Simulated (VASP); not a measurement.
Input of a VASP 6.6.1 run:

INCAR

```
SYSTEM = BiAs
PREC = Accurate
ENCUT = 520
EDIFF = 1E-8
ISMEAR = -1
SIGMA = 0.05
LREAL = .False.
LASPH = .True.
NELM = 80
ALGO = Normal
ISIF = 2
LWAVE = .False.
LCHARG = .False.
GGA = PE
LEFG = .True.
NBANDS = 17
```

File KPOINTS:

```
regular mesh
0
Gamma
  13 13 13
  0 0 0
```

File POSCAR:

```
BiAs
1.0
    3.7306260189      0.0000000000      0.0000000000
    0.0000000000      3.7306260189      0.0000000000
    0.0000000000      0.0000000000      3.7306260189
As Bi
1 1
Direct
    0.0000000000      0.0000000000      0.0000000000
    0.5000000000      0.5000000000      0.5000000000
```

Potentials or basis: VASP PAW PBE potentials, release 64 (As, Bi_d).

Command:

```bash
$ cat potpaw_PBE.64/As/POTCAR potpaw_PBE.64/Bi_d/POTCAR > POTCAR
$ mpirun -np 1 vasp_std > vasp.out
```

Problem. Predict the pressure.

Solution. -1.8 GPa.

Problem. Predict the band gap on the k mesh.

Solution. Zero (band 10 reaches 7.64 eV, above the bottom of band 11 at 4.90 eV).

Caveat: without QUAD_EFG the Cq values of the log hold for a quadrupole moment of 1 mb, not for the nuclei; spin-orbit coupling is left out, which moves the levels of the heavy elements.
